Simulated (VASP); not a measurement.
Write the native input for VASP 6.6.1 that does the following.

| Quantity | Value |
| --- | --- |
| Task | single point |
| Functional | PBE |
| Potentials or basis | VASP PAW PBE potentials, release 64 (Pd) |
| Cutoff | 520 eV |
| k mesh | 14 × 14 × 14 |
| Occupations | methfessel-paxton, width 0.01 eV |
| Spin | no spin polarisation |
| Dipole correction | no |
| Further INCAR settings | ALGO = Normal; EDIFF = 1e-07; NBANDS = 11 |

The structure of Pd lies in POSCAR:

```
Pd
1.0
    0.0000000000      1.9734737307      1.9734737307
    1.9734737307      0.0000000000      1.9734737307
    1.9734737307      1.9734737307      0.0000000000
Pd
1
Direct
    0.0000000000      0.0000000000      0.0000000000
```

The input as run:

INCAR

```
PREC = Accurate
ENCUT = 520
EDIFF = 1E-7
ISMEAR = 1
SIGMA = 0.01
LREAL = F
LASPH = T
NELM = 80
ALGO = Normal
ISIF = 2
LWAVE = F
LCHARG = T
GGA = PE
LELF = T
LVHAR = T
NBANDS = 11
```

KPOINTS

```
Automatic mesh
0
Gamma
  14 14 14
```

Potentials or basis: VASP PAW PBE potentials, release 64 (Pd).

Launch:

```console
$ cat potpaw_PBE.64/Pd/POTCAR > POTCAR
$ mpirun -np 1 vasp_std > vasp.out
```

Results of the run:

```yaml
Pressure: -0.8 GPa
Band_gap_on_the_k_mesh: zero (band 5 reaches 9.37 eV, above the bottom of band 6 at 7.89 eV)
```

It took 13 s on 1 thread of Intel Xeon 6975P-C, on a shared host, peak memory 0.15 GiB.
